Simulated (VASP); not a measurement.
Input of a VASP 6.6.1 run:

Contents of INCAR:

```
PREC = Accurate
ENCUT = 600
EDIFF = 1E-6
ISMEAR = -1
SIGMA = 0.05
LREAL = False
LASPH = True
NELM = 80
ALGO = Normal
ISIF = 3
LWAVE = False
LCHARG = False
GGA = PE
IBRION = 2
NSW = 45
EDIFFG = -0.005
```

File KPOINTS:

```
regular mesh
0
Gamma
  16 16 16
```

The input POSCAR:

```
Cd
1.0
    0.0000000000      2.2538975784      2.2538975784
    2.2538975784      0.0000000000      2.2538975784
    2.2538975784      2.2538975784      0.0000000000
Cd
1
Direct
    0.0000000000      0.0000000000      0.0000000000
```

Potentials or basis: VASP PAW PBE potentials, release 64 (Cd).

The run is started by

```sh
$ cat potpaw_PBE.64/Cd/POTCAR > POTCAR
$ mpirun -np 1 vasp_std > vasp.out
```

**Question.** Predict the space group after relaxing (to 0.05 Å).

**Answer.** Fm-3m (No. 225).

**Question.** Estimate the relaxed volume.

**Answer.** 22.96 Å³/atom.

**Question.** What does it give for the band gap on the k mesh?

**Answer.** Zero (band 6 reaches 4.32 eV, above the bottom of band 7 at 1.08 eV).

Final structure:
```yaml
crystal:
  lattice:
    - [0.00000, 2.25600, 2.25600]
    - [2.25600, 0.00000, 2.25600]
    - [2.25600, 2.25600, 0.00000]
  atoms:
    - { symbol: Cd, position: [0.00000, 0.00000, 0.00000] }
```
